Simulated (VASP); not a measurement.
# Ni (Fm-3m) in VASP: notebook

The runs below take Ni through single point, with PBE.

All numbers are computed with VASP 6.6.1; they aren't measurements. Logs are shortened: lines on timing, memory, paths and dates and some standing lists are left out, and cuts for length are marked.

### 1 The cell of the first run

It takes space group Fm-3m (No. 225, cubic). The conventional cell has a = 3.518 Å, b = 3.518 Å, c = 3.518 Å, α = 90.00°, β = 90.00°, γ = 90.00°. Ni (site symmetry m-3m) has 12 Ni at 2.49 Å within 3.3 Å.

### 2 Single point, PBE, collinear spin, ferromagnetic start (10.89 Å³/atom)

The input, INCAR:

```
PREC = Accurate
ENCUT = 520
EDIFF = 1E-6
ISMEAR = 0
SIGMA = 0.15
LREAL = False
LASPH = True
NELM = 150
ALGO = Normal
ISIF = 2
LWAVE = False
LCHARG = True
ISPIN = 2
MAGMOM = 0.5
LORBIT = 11
NUPDOWN = 0.5
LMAXMIX = 4
GGA = PE
LELF = True
LVHAR = True
NBANDS = 15
```

The input, KPOINTS:

```
Automatic mesh
0
Gamma
  24 24 24
```

The input, POSCAR:

```
Ni
1.0
    0.0000000000      1.7591360705      1.7591360705
    1.7591360705      0.0000000000      1.7591360705
    1.7591360705      1.7591360705      0.0000000000
Ni
1
Direct
    0.0000000000      0.0000000000      0.0000000000
```

Potentials or basis: VASP PAW PBE potentials, release 64 (Ni).

The run is started by

```sh
$ cat potpaw_PBE.64/Ni/POTCAR > POTCAR
$ mpirun -np 1 vasp_std > vasp.out
```

OUTCAR:

```text
PREC = Accurate
   ENCUT = 520
   EDIFF = 1E-6
   ISMEAR = 0
   LREAL = False
   LASPH = True
   NELM = 150
   ISIF = 2
   ISPIN = 2
   LORBIT = 11
   NUPDOWN = 0.5
   GGA = PE

 ion  position               nearest neighbor table
   1  0.000  0.000  0.000-

  LATTYP: Found a face centered cubic cell.
 ALAT       =     3.5182721410

  Lattice vectors:

 A1 = (   0.0000000000,   1.7591360705,   1.7591360705)
 A2 = (   1.7591360705,   0.0000000000,   1.7591360705)
 A3 = (   1.7591360705,   1.7591360705,   0.0000000000)

Analysis of symmetry for initial positions (statically):
=====================================================================
 Subroutine PRICEL returns:
 Original cell was already a primitive cell.

 Routine SETGRP: Setting up the symmetry group for a
 face centered cubic supercell.

 Subroutine GETGRP returns: Found 48 space group operations
 (whereof 48 operations were pure point group operations)
 out of a pool of 48 trial point group operations.

The static configuration has the point symmetry O_h .

Analysis of symmetry for dynamics (positions and initial velocities):
=====================================================================
 Subroutine PRICEL returns:
 Original cell was already a primitive cell.

 Routine SETGRP: Setting up the symmetry group for a
 face centered cubic supercell.

 Subroutine GETGRP returns: Found 48 space group operations
 (whereof 48 operations were pure point group operations)
 out of a pool of 48 trial point group operations.

The dynamic configuration has the point symmetry O_h .

Analysis of structural, dynamic, and magnetic symmetry:
=====================================================================
 Subroutine PRICEL returns:
 Original cell was already a primitive cell.

 Routine SETGRP: Setting up the symmetry group for a
 face centered cubic supercell.

 Subroutine GETGRP returns: Found 48 space group operations
 (whereof 48 operations were pure point group operations)
 out of a pool of 48 trial point group operations.

The overall configuration has the point symmetry O_h .

 Subroutine INISYM returns: Found 48 space group operations
 (whereof 48 operations are pure point group operations),
 and found     1 'primitive' translations

----------------------------------------------------------------------------------------

                                     Primitive cell

  volume of cell :      10.8875

  direct lattice vectors                    reciprocal lattice vectors
     0.000000000  1.759136071  1.759136071    -0.284230429  0.284230429  0.284230429
     1.759136071  0.000000000  1.759136071     0.284230429 -0.284230429  0.284230429
     1.759136071  1.759136071  0.000000000     0.284230429  0.284230429 -0.284230429

  length of vectors
[... 123 lines left out ...]
  ---------------------------------------------------
  free energy    TOTEN  =        -5.47239652 eV

  energy without entropy =       -5.45029935  energy(sigma->0) =       -5.46134793

 E-fermi :   9.3550     XC(G=0): -13.2489

 val. band max:        9.3539943046   @ k =  -0.3333   0.3333   0.0833
 cond. band min:       9.1496038245   @ k =   0.4167   0.0833   0.0000
 fundamental gap:     -0.2043904801
 Fermi energy:         9.1209740164

 spin component 1

 k-point     1 :       0.0000    0.0000    0.0000
  band No.  band energies     occupation
      1       0.3677      1.00000
      2       7.0218      1.00000
      3       7.0218      1.00000
      4       7.0218      1.00000
      5       8.1926      1.00000
      6       8.1926      1.00000
      7      33.0804      0.00000
      8      36.9481      0.00000
      9      36.9481      0.00000
     10      36.9481      0.00000
     11      39.8978      0.00000
     12      39.8978      0.00000
     13      39.8978      0.00000
     14      42.8378      0.00000
[... 403 lines left out ...]
      4       8.1795      1.00000
      5       8.8418      0.99576
      6       9.2489      0.11393
      7      15.8516      0.00000
      8      31.3704      0.00000
      9      33.1419      0.00000
     10      33.8479      0.00000
     11      37.5439      0.00000
     12      38.0446      0.00000
     13      43.4081      0.00000
     14      52.9694      0.00000
     15      55.2123      0.00000

 [... further k-points ...]

 spin component 2

 k-point     1 :       0.0000    0.0000    0.0000
  band No.  band energies     occupation
      1       0.3203      1.00000
      2       7.6404      1.00000
      3       7.6404      1.00000
      4       7.6404      1.00000
      5       8.6560      1.00000
      6       8.6560      1.00000
      7      32.9252      0.00000
      8      36.9124      0.00000
      9      36.9124      0.00000
     10      36.9124      0.00000
     11      39.9653      0.00000
     12      39.9653      0.00000
     13      39.9653      0.00000
     14      42.7144      0.00000
[... 403 lines left out ...]
      4       8.3926      1.00000
      5       9.4531      0.17754
      6       9.6670      0.00164
      7      16.1386      0.00000
      8      31.2475      0.00000
      9      33.1939      0.00000
     10      33.9049      0.00000
     11      37.5451      0.00000
     12      38.0594      0.00000
     13      43.4836      0.00000
     14      53.0813      0.00000
     15      55.4814      0.00000

 [... further k-points ...]

------------------------ aborting loop because EDIFF is reached ----------------------------------------

  FORCE on cell =-STRESS in cart. coord.  units (eV):
  Direction    XX          YY          ZZ          XY          YZ          ZX
  --------------------------------------------------------------------------------------
  -------------------------------------------------------------------------------------
  Total       -0.0252994     -0.0252994     -0.0252994      0.0000000      0.0000000     -0.0000000
  in kB       -3.7229933     -3.7229933     -3.7229933      0.0000000      0.0000000     -0.0000000
  external PRESSURE =      -3.7229933 kB  Pullay stress =       0.0000000 kB

 VOLUME and BASIS-vectors are now :
 -----------------------------------------------------------------------------
  energy-cutoff  :      520.00
  volume of cell :       10.89
      direct lattice vectors                 reciprocal lattice vectors
     0.000000000  1.759136071  1.759136071    -0.284230429  0.284230429  0.284230429
     1.759136071  0.000000000  1.759136071     0.284230429 -0.284230429  0.284230429
     1.759136071  1.759136071  0.000000000     0.284230429  0.284230429 -0.284230429

 POSITION                                       TOTAL-FORCE (eV/Angst)
 -----------------------------------------------------------------------------------
      0.00000      0.00000      0.00000        -0.000000     -0.000000     -0.000000
 -----------------------------------------------------------------------------------
    total drift:                                0.000000      0.000000      0.000000

  FREE ENERGIE OF THE ION-ELECTRON SYSTEM (eV)
  ---------------------------------------------------
  free  energy   TOTEN  =        -5.4723965218 eV

  energy  without entropy=       -5.4502993477  energy(sigma->0) =       -5.46134793

 total charge

# of ion       s       p       d       tot
------------------------------------------
    1        0.495   0.494   8.322   9.310

 magnetization (x)

# of ion       s       p       d       tot
------------------------------------------
    1       -0.008  -0.025   0.546   0.513
```

OSZICAR:

```text
N       E                     dE             d eps       ncg     rms          rms(c)
DAV:   1     0.332297080937E+02    0.33230E+02   -0.41896E+03 26236   0.855E+02
DAV:   2    -0.507127070620E+01   -0.38301E+02   -0.35562E+02 28336   0.162E+02
DAV:   3    -0.648881411616E+01   -0.14175E+01   -0.14000E+01 30198   0.308E+01
DAV:   4    -0.649737462234E+01   -0.85605E-02   -0.85590E-02 30375   0.228E+00
DAV:   5    -0.649748098297E+01   -0.10636E-03   -0.10636E-03 30841   0.226E-01    0.981E+00
DAV:   6    -0.582535387404E+01    0.67213E+00   -0.13767E+01 35931   0.402E+01    0.587E+00
DAV:   7    -0.548949659777E+01    0.33586E+00   -0.24275E+00 33140   0.152E+01    0.184E+00
DAV:   8    -0.547488009231E+01    0.14617E-01   -0.24775E-02 30660   0.104E+00    0.847E-01
DAV:   9    -0.547287095256E+01    0.20091E-02   -0.13982E-03 41165   0.222E-01    0.240E-01
DAV:  10    -0.547239127080E+01    0.47968E-03   -0.80909E-04 38555   0.150E-01    0.564E-02
DAV:  11    -0.547239633192E+01   -0.50611E-05   -0.90300E-06 29073   0.319E-02    0.176E-02
DAV:  12    -0.547239652179E+01   -0.18987E-06   -0.21574E-06 32705   0.134E-02
   1 F= -.54723965E+01 E0= -.54613479E+01  d E =-.220972E-01  mag=     0.5000
```

It took 58 s on 1 thread of Intel Xeon 6975P-C (Granite Rapids), shared host; peak memory 0.21 GiB.

What came out:

```
Free energy                                           : -5.4724 eV
Pressure                                              : -0.4 GPa
Net moment                                            : 0.50 μB per cell
Site moments                                          : Ni +0.51 μB
Valence electrons inside the program's atomic spheres : Ni 9.31
```

Caveat: the total moment is fixed, so each spin has its own Fermi level.

### 3 Single point, PBE, collinear spin, ferromagnetic start (10.89 Å³/atom)

The input, INCAR:

```
SYSTEM = Ni
ALGO = Normal
EDIFF = 1E-6
ENCUT = 520
GGA = PE
ISIF = 2
ISMEAR = 0
ISPIN = 2
LASPH = .True.
LCHARG = .False.
LMAXMIX = 4
LORBIT = 11
LREAL = .False.
LWAVE = .False.
MAGMOM = 0.875
NBANDS = 15
NELM = 150
NUPDOWN = 0.875
PREC = Accurate
SIGMA = 0.15
```

The input, KPOINTS:

```
k-points
0
Gamma
  24 24 24
  0 0 0
```

POSCAR is that of step 2.

Potentials or basis: VASP PAW PBE potentials, release 64 (Ni).

The run is started by

```sh
$ cat potpaw_PBE.64/Ni/POTCAR > POTCAR
$ mpirun -np 1 vasp_std > vasp.out
```

Run time: 56 s. Hardware: 1 thread of Intel Xeon 6975P-C (Granite Rapids), shared host; peak memory 0.21 GiB.

It converged, with:

| Property | Result |
| --- | --- |
| Free energy | -5.4386 eV |
| Pressure | 2.1 GPa |
| Net moment | 0.88 μB per cell |
| Site moments | Ni +0.88 μB |
| Valence electrons inside the program's atomic spheres | Ni 9.30 |

Caveat: the total moment is fixed, so each spin has its own Fermi level.

### 4 Single point, PBE, collinear spin, ferromagnetic start (10.89 Å³/atom)

The input, INCAR:

```
PREC = Accurate
ENCUT = 520
EDIFF = 1E-6
ISMEAR = 0
SIGMA = 0.15
LREAL = F
LASPH = T
NELM = 150
ALGO = Normal
ISIF = 2
LWAVE = F
LCHARG = F
ISPIN = 2
MAGMOM = 0.625
LORBIT = 11
NUPDOWN = 0.625
LMAXMIX = 4
GGA = PE
NBANDS = 15
```

The input, KPOINTS:

```
regular mesh
0
Gamma
  24 24 24
```

POSCAR is that of step 3.

Potentials or basis: VASP PAW PBE potentials, release 64 (Ni).

The run is started by

```sh
$ cat potpaw_PBE.64/Ni/POTCAR > POTCAR
$ mpirun -np 1 vasp_std > vasp.out
```

OUTCAR:

```text
PREC = Accurate
   ENCUT = 520
   EDIFF = 1E-6
   ISMEAR = 0
   LREAL = F
   LASPH = T
   NELM = 150
   ISIF = 2
   ISPIN = 2
   LORBIT = 11
   NUPDOWN = 0.625
   GGA = PE

 ion  position               nearest neighbor table
   1  0.000  0.000  0.000-

  LATTYP: Found a face centered cubic cell.
 ALAT       =     3.5182721410

  Lattice vectors:

 A1 = (   0.0000000000,   1.7591360705,   1.7591360705)
 A2 = (   1.7591360705,   0.0000000000,   1.7591360705)
 A3 = (   1.7591360705,   1.7591360705,   0.0000000000)

Analysis of symmetry for initial positions (statically):
=====================================================================
 Subroutine PRICEL returns:
 Original cell was already a primitive cell.

 Routine SETGRP: Setting up the symmetry group for a
 face centered cubic supercell.

 Subroutine GETGRP returns: Found 48 space group operations
 (whereof 48 operations were pure point group operations)
 out of a pool of 48 trial point group operations.

The static configuration has the point symmetry O_h .

[... 628 lines left out ...]
     10      36.9209      0.00000
     11      39.9763      0.00000
     12      39.9763      0.00000
     13      39.9763      0.00000
     14      42.7182      0.00000
[... 403 lines left out ...]
      4       8.4113      1.00000
      5       9.5013      0.09858
      6       9.7069      0.00062
      7      16.1657      0.00000
      8      31.2491      0.00000
      9      33.2060      0.00000
     10      33.9172      0.00000
     11      37.5541      0.00000
     12      38.0692      0.00000
     13      43.4957      0.00000
     14      53.0962      0.00000
     15      55.4939      0.00000

 [... further k-points ...]

------------------------ aborting loop because EDIFF is reached ----------------------------------------

  FORCE on cell =-STRESS in cart. coord.  units (eV):
  Direction    XX          YY          ZZ          XY          YZ          ZX
  --------------------------------------------------------------------------------------
  -------------------------------------------------------------------------------------
  Total        0.0116090      0.0116090      0.0116090     -0.0000000      0.0000000      0.0000000
  in kB        1.7083541      1.7083541      1.7083541     -0.0000000      0.0000000      0.0000000
  external PRESSURE =       1.7083541 kB  Pullay stress =       0.0000000 kB

 VOLUME and BASIS-vectors are now :
 -----------------------------------------------------------------------------
  energy-cutoff  :      520.00
  volume of cell :       10.89
      direct lattice vectors                 reciprocal lattice vectors
     0.000000000  1.759136071  1.759136071    -0.284230429  0.284230429  0.284230429
     1.759136071  0.000000000  1.759136071     0.284230429 -0.284230429  0.284230429
     1.759136071  1.759136071  0.000000000     0.284230429  0.284230429 -0.284230429

 POSITION                                       TOTAL-FORCE (eV/Angst)
 -----------------------------------------------------------------------------------
      0.00000      0.00000      0.00000        -0.000000     -0.000000      0.000000
 -----------------------------------------------------------------------------------
    total drift:                                0.000000      0.000000      0.000000

  FREE ENERGIE OF THE ION-ELECTRON SYSTEM (eV)
  ---------------------------------------------------
  free  energy   TOTEN  =        -5.4799192495 eV

  energy  without entropy=       -5.4599590618  energy(sigma->0) =       -5.46993916

 total charge

# of ion       s       p       d       tot
------------------------------------------
    1        0.497   0.497   8.314   9.309

 magnetization (x)

# of ion       s       p       d       tot
------------------------------------------
    1       -0.006  -0.025   0.668   0.637
```

stdout:

```text
POSCAR found type information on POSCAR Ni
 POSCAR found :  1 types and       1 ions
 scaLAPACK will be used
 LDA part: xc-table for (Slater+PW92), standard interpolation
 POSCAR, INCAR and KPOINTS ok, starting setup
 FFT: planning ... GRIDC
 FFT: planning ... GRID_SOFT
 FFT: planning ... GRID
 WAVECAR not read
 entering main loop
```

Run time: 56 s. Hardware: 1 thread of Intel Xeon 6975P-C (Granite Rapids), shared host; peak memory 0.21 GiB.

What came out:

| Quantity | Value |
| --- | --- |
| Free energy | -5.4799 eV |
| Pressure | 0.2 GPa |
| Net moment | 0.63 μB per cell |
| Site moments | Ni +0.64 μB |
| Valence electrons inside the program's atomic spheres | Ni 9.31 |

Caveat: the total moment is fixed, so each spin has its own Fermi level.

### 5 Single point, PBE, collinear spin, ferromagnetic start (10.89 Å³/atom)

The input, INCAR:

```
SYSTEM = Ni
  PREC = Accurate
  ENCUT = 520
  EDIFF = 1E-7
  ISMEAR = 0
  SIGMA = 0.15
  LREAL = .False.
  LASPH = .True.
  NELM = 150
  ALGO = Fast
  ISIF = 2
  LWAVE = .False.
  LCHARG = .False.
  ISPIN = 2
  MAGMOM = 0.375
  LORBIT = 11
  NUPDOWN = 0.375
  LMAXMIX = 4
  GGA = PE
  NBANDS = 15
```

The input, KPOINTS:

```
regular mesh
0
Gamma
  24 24 24
  0 0 0
```

POSCAR is that of step 4.

The run is started by

```sh
$ cat potpaw_PBE.64/Ni/POTCAR > POTCAR
$ mpirun -np 1 vasp_std > vasp.out
```

It took 89 s on 1 thread of Intel Xeon 6975P-C (Granite Rapids), shared host; peak memory 0.21 GiB.

Results (log left out):

```
Free energy                                           : -5.4570 eV
Pressure                                              : -0.6 GPa
Net moment                                            : 0.38 μB per cell
Site moments                                          : Ni +0.39 μB
Valence electrons inside the program's atomic spheres : Ni 9.31
```

Caveat: the total moment is fixed, so each spin has its own Fermi level.

### 6 Single point, PBE, collinear spin (10.89 Å³/atom)

The input, INCAR:

```
ALGO = Normal
EDIFF = 1E-6
ENCUT = 520
GGA = PE
ISIF = 2
ISMEAR = 0
ISPIN = 2
LASPH = True
LCHARG = False
LMAXMIX = 4
LORBIT = 11
LREAL = False
LWAVE = False
MAGMOM = 0.125
NBANDS = 15
NELM = 150
NUPDOWN = 0.125
PREC = Accurate
SIGMA = 0.15
```

The input, KPOINTS:

```
k-points
0
Gamma
  24 24 24
```

POSCAR is that of step 5.

Potentials or basis: VASP PAW PBE potentials, release 64 (Ni).

The run is started by

```sh
$ cat potpaw_PBE.64/Ni/POTCAR > POTCAR
$ mpirun -np 1 vasp_std > vasp.out
```

Run time: 69 s. Hardware: 1 thread of Intel Xeon 6975P-C (Granite Rapids), shared host; peak memory 0.21 GiB.

The run converged. Its results:

| Item | Value |
| --- | --- |
| Free energy | -5.4362 eV |
| Pressure | -0.9 GPa |
| Net moment | 0.12 μB per cell |
| Site moments | Ni +0.13 μB |
| Valence electrons inside the program's atomic spheres | Ni 9.31 |

Caveat: the total moment is fixed, so each spin has its own Fermi level.

### 7 Overview

| spin | fixed moment (μB) | pressure (GPa) | moment (μB) |
| --- | --- | --- | --- |
| collinear, ferromagnetic start | 0.5 | -0.4 | 0.50 |
| collinear, ferromagnetic start | 0.875 | 2.1 | 0.88 |
| collinear, ferromagnetic start | 0.625 | 0.2 | 0.63 |
| collinear, ferromagnetic start | 0.375 | -0.6 | 0.38 |
| collinear | 0.125 | -0.9 | 0.12 |

Alike in all rows: task single point; level PBE; potentials or basis VASP PAW PBE potentials, release 64 (Ni); cell as given; k mesh 24 × 24 × 24; cutoff (eV) 520; smearing gaussian 0.15 eV.

Caveats: the total moment is fixed, so each spin has its own Fermi level.

Total energies depend on the potentials used, so only differences within one code and one set of settings carry meaning.
